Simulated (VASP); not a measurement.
# Pt (P6_3/mmc) in VASP: notebook

Runs on Pt. Level: PBE. Tasks: single point.

Everything below comes from runs of VASP 6.6.1. Logs are shortened: lines on timing, memory, paths and dates and some standing lists are left out, and cuts for length are marked.

### 1 The cell of the first run

Symmetry: P6_3/mmc, No. 194, hexagonal system. The conventional cell has a = 2.761 Å, b = 2.761 Å, c = 4.771 Å, α = 90.00°, β = 90.00°, γ = 120.00°. Pt (site symmetry -6m2) has 12 Pt at 2.76 to 2.87 Å within 3.6 Å.

### 2 Single point, PBE

INCAR reads:

```
PREC = Accurate
ENCUT = 520
EDIFF = 1E-7
ISMEAR = -1
SIGMA = 0.05
LREAL = False
LASPH = True
NELM = 100
ALGO = Normal
ISIF = 2
LWAVE = False
LCHARG = False
GGA = PE
NBANDS = 17
```

KPOINTS reads:

```
regular mesh
0
Gamma
  17 17 9
```

POSCAR reads:

```
Pt
1.0
    2.7612459703      0.0000000000      0.0000000000
   -1.3806229852      2.3913091563      0.0000000000
    0.0000000000      0.0000000000      4.7710746733
Pt
2
Direct
    0.3333333333      0.6666666667      0.2500000000
    0.6666666667      0.3333333333      0.7500000000
```

Potentials or basis: VASP PAW PBE potentials, release 64 (Pt).

Started as:

```bash
> cat potpaw_PBE.64/Pt/POTCAR > POTCAR
> mpirun -np 1 vasp_std > vasp.out
```

OUTCAR:

```text
PREC = Accurate
   ENCUT = 520
   EDIFF = 1E-7
   ISMEAR = -1
   LREAL = False
   LASPH = True
   NELM = 100
   ISIF = 2
   GGA = PE

 ion  position               nearest neighbor table
   1  0.333  0.667  0.250-   2 2.87   2 2.87   2 2.87   2 2.87   2 2.87   2 2.87
   2  0.667  0.333  0.750-   1 2.87   1 2.87   1 2.87   1 2.87   1 2.87   1 2.87

  LATTYP: Found a hexagonal cell.
 ALAT       =     2.7612459703
 C/A-ratio  =     1.7278702168

  Lattice vectors:

 A1 = (   2.7612459703,   0.0000000000,   0.0000000000)
 A2 = (  -1.3806229852,   2.3913091563,   0.0000000000)
 A3 = (   0.0000000000,   0.0000000000,   4.7710746733)

Analysis of symmetry for initial positions (statically):
=====================================================================
 Subroutine PRICEL returns:
 Original cell was already a primitive cell.

 Routine SETGRP: Setting up the symmetry group for a
 hexagonal supercell.

 Subroutine GETGRP returns: Found 24 space group operations
 (whereof 12 operations were pure point group operations)
 out of a pool of 24 trial point group operations.

The static configuration has the point symmetry D_3d.
 The point group associated with its full space group is D_6h.

Analysis of symmetry for dynamics (positions and initial velocities):
=====================================================================
 Subroutine PRICEL returns:
 Original cell was already a primitive cell.

 Routine SETGRP: Setting up the symmetry group for a
 hexagonal supercell.

 Subroutine GETGRP returns: Found 24 space group operations
 (whereof 12 operations were pure point group operations)
 out of a pool of 24 trial point group operations.

The dynamic configuration has the point symmetry D_3d.
 The point group associated with its full space group is D_6h.

 Subroutine INISYM returns: Found 24 space group operations
 (whereof 12 operations are pure point group operations),
 and found     1 'primitive' translations

----------------------------------------------------------------------------------------

                                     Primitive cell

  volume of cell :      31.5034

  direct lattice vectors                    reciprocal lattice vectors
     2.761245970  0.000000000  0.000000000     0.362155350  0.209090489  0.000000000
    -1.380622985  2.391309156  0.000000000     0.000000000  0.418180977  0.000000000
     0.000000000  0.000000000  4.771074673     0.000000000  0.000000000  0.209596384

  length of vectors
     2.761245970  2.761245970  4.771074673     0.418180977  0.418180977  0.209596384

  position of ions in fractional coordinates (direct lattice)
     0.333333333  0.666666667  0.250000000
     0.666666667  0.333333333  0.750000000

  ion indices of the primitive-cell ions
   primitive index   ion index
                 1           1
                 2           2

----------------------------------------------------------------------------------------

 KPOINTS: regular mesh

Automatic generation of k-mesh.
 Grid dimensions read from file:
 generate k-points for:   17   17    9

 Generating k-lattice:

  Cartesian coordinates                     Fractional coordinates (reciprocal lattice)
     0.021303256  0.012299441  0.000000000     0.058823529  0.000000000  0.000000000
     0.000000000  0.024598881  0.000000000     0.000000000  0.058823529  0.000000000
     0.000000000  0.000000000  0.023288487     0.000000000  0.000000000  0.111111111

  Length of vectors
     0.024598881  0.024598881  0.023288487

  Shift w.r.t. Gamma in fractional coordinates (k-lattice)
     0.000000000  0.000000000  0.000000000

 Subroutine IBZKPT returns following result:
 ===========================================

 Found    165 irreducible k-points:

 Following reciprocal coordinates:
            Coordinates               Weight
  0.000000  0.000000  0.000000      1.000000
  0.058824  0.000000  0.000000      6.000000
  0.117647  0.000000  0.000000      6.000000
  0.176471  0.000000  0.000000      6.000000
  0.235294  0.000000  0.000000      6.000000
  0.294118  0.000000  0.000000      6.000000
[... 16 lines left out ...]
  0.411765  0.117647  0.000000     12.000000
  0.176471  0.176471  0.000000      6.000000
 [... further k-points ...]
   k-points           NKPTS =    165   k-points in BZ     NKDIM =    165   number of bands    NBANDS=     17
   number of dos      NEDOS =    301   number of ions     NIONS =      2
   total plane-waves  NPLWV =  20736
   dimension x,y,z NGX =    24 NGY =   24 NGZ =   36
   dimension x,y,z NGXF=    48 NGYF=   48 NGZF=   72
   ions per type =               2
   NGX,Y,Z   is equivalent  to a cutoff of  14.45, 14.45, 12.54 a.u.
   NGXF,Y,Z  is equivalent  to a cutoff of  28.90, 28.90, 25.09 a.u.
 SYSTEM =  unknown system
   PREC   = accura    normal or accurate (medium, high low for compatibility)
   ISTART =      0    job   : 0-new  1-cont  2-samecut
   ICHARG =      2    charge: 1-file 2-atom 10-const
   ISPIN  =      1    spin polarized calculation?
   LNONCOLLINEAR =      F non collinear calculations
   LSORBIT =      F    spin-orbit coupling
   LASPH  =      T    aspherical Exc in radial PAW
   ENCUT  =  520.0 eV  38.22 Ry    6.18 a.u.   5.13  5.13  8.87*2*pi/ulx,y,z
   NELM   =    100;   NELMIN=  2; NELMDL= -5     # of ELM steps
   EDIFF  = 0.1E-06   stopping-criterion for ELM
   LREAL  =      F    real-space projection
   EDIFFG = 0.1E-05   stopping-criterion for IOM
   NSW    =      0    number of steps for IOM
   IBRION =     -1    ionic relax: 0-MD 1-quasi-New 2-CG
   NFREE  =      0    steps in history (QN), initial steepest desc. (CG)
   ISIF   =      2    stress and relaxation
   ISYM   =      2    0-nonsym 1-usesym 2-fastsym
   POTIM  = 0.5000    time-step for ionic-motion
   TEBEG  =    0.0;   TEEND  =   0.0 temperature during run
   PSTRESS=    0.0 pullay stress
   NELECT =      20.0000    total number of electrons
   NUPDOWN=      -1.0000    fix difference up-down
   EMIN   =  10.00;   EMAX   =-10.00  energy-range for DOS
   EFERMI =   0.00;   METHOD = LEGACY
   ISMEAR =    -1;   SIGMA  =   0.05  broadening in eV -4-tet -1-fermi 0-gaus
   EFERMI_NEDOS =   21; number of points for ismear=-14 and -15
   IALGO  =     38    algorithm
   IMIX   =      4    mixing-type and parameters
     AMIX     =   0.40;   BMIX     =  1.00
     AMIX_MAG =   1.60;   BMIX_MAG =  1.00
  volume/ion in A,a.u.               =      15.75       106.30
  Fermi-wavevector in a.u.,A,eV,Ry     =   1.407016  2.658875 26.935387  1.979695
  Thomas-Fermi vector in A             =   2.529318
   LORBIT       =      0    0 simple, 1 ext, 2 COOP (PROOUT), +10 PAW based schemes
   GGA     = PE    functional components
   LHFCALC =     F    Hartree Fock is set to
   AEXX    =    0.0000 exact exchange contribution
   IVDW    =     0    specifies the selected vdW correction
   LEPSILON=     F    determine dielectric tensor
   LRPA    =     F    only Hartree local field effects (RPA)
 non-spin polarized calculation
  energy-cutoff  :      520.00
  volume of cell :       31.50
 maximum number of plane-waves:       860
 NGX is ok and might be reduce to    24
   NGX = 11   NGY = 11   NGZ = 17

 number of electron      20.0000005 magnetization

 Free energy of the ion-electron system (eV)
  ---------------------------------------------------
  ext. energy  EPLUGINS =         0.00000000
  ---------------------------------------------------
  free energy    TOTEN  =       -12.09919978 eV

  energy without entropy =      -12.06819038  energy(sigma->0) =      -12.08369508

 E-fermi :  10.4084     XC(G=0): -13.2260

 val. band max:       10.4005233158   @ k =   0.4118   0.0588   0.0000
 cond. band min:      10.4127112032   @ k =   0.3529   0.1765   0.0000
 fundamental gap:      0.0121878874
 Fermi energy:        10.4083696912

 k-point     1 :       0.0000    0.0000    0.0000
  band No.  band energies     occupation
      1       0.7082      2.00000
      2       3.3682      2.00000
      3       6.5066      2.00000
      4       6.9995      2.00000
      5       6.9995      2.00000
      6       7.3721      2.00000
[... 9 lines left out ...]
     16      27.7163      0.00000
     17      31.4481      0.00000

 k-point     2 :       0.0588    0.0000    0.0000
  band No.  band energies     occupation
      1       0.8338      2.00000
      2       3.4838      2.00000
      3       6.4929      2.00000
      4       6.9954      2.00000
      5       7.0953      2.00000
      6       7.3100      2.00000
[... 9 lines left out ...]
     16      27.8796      0.00000
     17      30.6702      0.00000

 k-point     3 :       0.1176    0.0000    0.0000
  band No.  band energies     occupation
      1       1.2004      2.00000
      2       3.8072      2.00000
      3       6.3884      2.00000
      4       7.0131      2.00000
      5       7.2165      2.00000
      6       7.3777      2.00000
[... 9 lines left out ...]
     16      28.0094      0.00000
     17      29.5584      0.00000

 k-point     4 :       0.1765    0.0000    0.0000
  band No.  band energies     occupation
      1       1.7732      2.00000
      2       4.2447      2.00000
      3       6.2270      2.00000
      4       6.8283      2.00000
      5       6.9709      2.00000
      6       7.4657      2.00000
[... 9 lines left out ...]
     16      28.0863      0.00000
     17      28.1165      0.00000

 k-point     5 :       0.2353    0.0000    0.0000
  band No.  band energies     occupation
      1       2.4798      2.00000
      2       4.5595      2.00000
      3       6.2519      2.00000
      4       6.2549      2.00000
      5       6.6338      2.00000
      6       7.8917      2.00000
[... 9 lines left out ...]
     16      26.7904      0.00000
     17      28.8083      0.00000

 k-point     6 :       0.2941    0.0000    0.0000
  band No.  band energies     occupation
      1       3.1855      2.00000
      2       4.5429      2.00000
      3       5.6660      2.00000
      4       6.4538      2.00000
      5       6.7740      2.00000
      6       7.6009      2.00000
[... 9 lines left out ...]
     16      25.8164      0.00000
     17      27.5760      0.00000

 k-point     7 :       0.3529   -0.0000    0.0000
  band No.  band energies     occupation
      1       3.7033      2.00000
      2       4.3598      2.00000
      3       5.2159      2.00000
      4       6.6672      2.00000
      5       7.2815      2.00000
      6       7.3552      2.00000
[... 9 lines left out ...]
     16      24.8995      0.00000
     17      24.9562      0.00000

 k-point     8 :       0.4118   -0.0000    0.0000
  band No.  band energies     occupation
      1       3.9469      2.00000
      2       4.1863      2.00000
      3       4.9120      2.00000
      4       7.0703      2.00000
      5       7.1786      2.00000
      6       7.3494      2.00000
[... 9 lines left out ...]
     16      23.0300      0.00000
     17      24.2561      0.00000
[... 203 lines left out ...]
      1       2.8097      2.00000
      2       4.9156      2.00000
      3       5.8657      2.00000
      4       6.1248      2.00000
      5       6.6912      2.00000
      6       7.3456      2.00000
[... 9 lines left out ...]
     16      26.9599      0.00000
     17      28.5675      0.00000

 k-point    20 :       0.2353    0.1176    0.0000
  band No.  band energies     occupation
      1       3.5356      2.00000
      2       4.9164      2.00000
      3       5.6271      2.00000
      4       6.0561      2.00000
      5       6.7542      2.00000
      6       7.1278      2.00000
[... 9 lines left out ...]
     16      26.0761      0.00000
     17      27.7999      0.00000

 k-point    21 :       0.2941    0.1176    0.0000
  band No.  band energies     occupation
      1       4.0885      2.00000
      2       4.7071      2.00000
      3       5.2369      2.00000
      4       6.4079      2.00000
      5       6.9964      2.00000
      6       7.1025      2.00000
[... 9 lines left out ...]
     16      25.3092      0.00000
     17      25.5180      0.00000

 k-point    22 :       0.3529    0.1176    0.0000
  band No.  band energies     occupation
      1       4.3436      2.00000
      2       4.5234      2.00000
      3       4.9699      2.00000
      4       6.8868      2.00000
      5       6.9569      2.00000
      6       7.3686      2.00000
[... 9 lines left out ...]
     16      23.5133      0.00000
     17      24.6459      0.00000

 k-point    23 :       0.4118    0.1176    0.0000
  band No.  band energies     occupation
      1       4.3822      2.00000
      2       4.4535      2.00000
      3       4.8345      2.00000
      4       7.0086      2.00000
      5       7.1552      2.00000
      6       7.3141      2.00000
[... 9 lines left out ...]
     16      22.2604      0.00000
     17      24.1754      0.00000

 k-point    24 :       0.1765    0.1765    0.0000
  band No.  band energies     occupation
      1       3.5315      2.00000
      2       5.3020      2.00000
      3       5.6110      2.00000
      4       5.7201      2.00000
      5       6.7318      2.00000
      6       7.0465      2.00000
[... 9 lines left out ...]
     16      26.4007      0.00000
     17      28.3288      0.00000

 [... further k-points ...]
[... 5 lines left out ...]
  --------------------------------------------------------------------------------------
  -------------------------------------------------------------------------------------
  Total       -0.0848993     -0.0848993     -0.1055184      0.0000000      0.0000000      0.0000000
  in kB       -4.3177528     -4.3177528     -5.3663825      0.0000000      0.0000000      0.0000000
  external PRESSURE =      -4.6672961 kB  Pullay stress =       0.0000000 kB

 VOLUME and BASIS-vectors are now :
 -----------------------------------------------------------------------------
  energy-cutoff  :      520.00
  volume of cell :       31.50
      direct lattice vectors                 reciprocal lattice vectors
     2.761245970  0.000000000  0.000000000     0.362155350  0.209090489  0.000000000
    -1.380622985  2.391309156  0.000000000     0.000000000  0.418180977  0.000000000
     0.000000000  0.000000000  4.771074673     0.000000000  0.000000000  0.209596384

 POSITION                                       TOTAL-FORCE (eV/Angst)
 -----------------------------------------------------------------------------------
     -0.00000      1.59421      1.19277        -0.000000      0.000000      0.000000
      1.38062      0.79710      3.57831         0.000000     -0.000000      0.000000
 -----------------------------------------------------------------------------------
    total drift:                               -0.000000      0.000000     -0.000000

  FREE ENERGIE OF THE ION-ELECTRON SYSTEM (eV)
  ---------------------------------------------------
  free  energy   TOTEN  =       -12.0991997845 eV

  energy  without entropy=      -12.0681903758  energy(sigma->0) =      -12.08369508
```

It took 30 s on 1 thread of Intel Xeon 6975P-C, shared host; peak memory 0.21 GiB.

Results:

```yaml
Free_energy: -12.0992 eV
Pressure: -0.5 GPa
Band_gap_on_the_k_mesh: zero (band 10 reaches 10.86 eV, above the bottom of band 11 at 9.66 eV)
```

Stress tensor (GPa, compression positive):
```
-0.43  0.00  0.00
 0.00 -0.43  0.00
 0.00  0.00 -0.54
```

Caveat: spin-orbit coupling is left out, which moves the levels of the heavy elements.

### 3 Single point, PBE

INCAR reads:

```
ALGO = Normal ; EDIFF = 1E-6
ENCUT = 520 ; GGA = PE
ISIF = 2 ; ISMEAR = -1
LASPH = True ; LCHARG = True
LELF = True ; LREAL = False
LVHAR = True ; LWAVE = False
NBANDS = 17 ; NELM = 100
PREC = Accurate ; SIGMA = 0.05
```

KPOINTS reads:

```
k-points
0
Gamma
  17 17 9
```

POSCAR reads:

```
Pt
1.0
    2.7608243984      0.0000000000      0.0000000000
   -1.3804121992      2.3909440644      0.0000000000
    0.0000000000      0.0000000000      4.7719510259
Pt
2
Direct
    0.3333333333      0.6666666667      0.2500000000
    0.6666666667      0.3333333333      0.7500000000
```

Potentials or basis: VASP PAW PBE potentials, release 64 (Pt).

Started as:

```bash
> cat potpaw_PBE.64/Pt/POTCAR > POTCAR
> mpirun -np 1 vasp_std > vasp.out
```

Run time: 32 s. Hardware: 1 thread of Intel Xeon 6975P-C, shared host; peak memory 0.21 GiB.

It converged, with:

| Item | Value |
| --- | --- |
| Free energy | -12.0992 eV |
| Pressure | -0.5 GPa |
| Band gap on the k mesh | zero (band 10 reaches 10.86 eV, above the bottom of band 11 at 9.66 eV) |

Stress tensor (GPa, compression positive):
```
-0.40  0.00  0.00
 0.00 -0.40  0.00
 0.00  0.00 -0.59
```

Levels at points of the mesh, in eV from the Fermi level:
```csv
k point,band 7,band 8,band 9,band 10,band 11,band 12,band 13,band 14
"(0.00, 0.00, 0.00)",-3.04,-1.82,-1.82,-0.68,-0.21,-0.21,4.76,15.12
```

Caveat: spin-orbit coupling is left out, which moves the levels of the heavy elements.
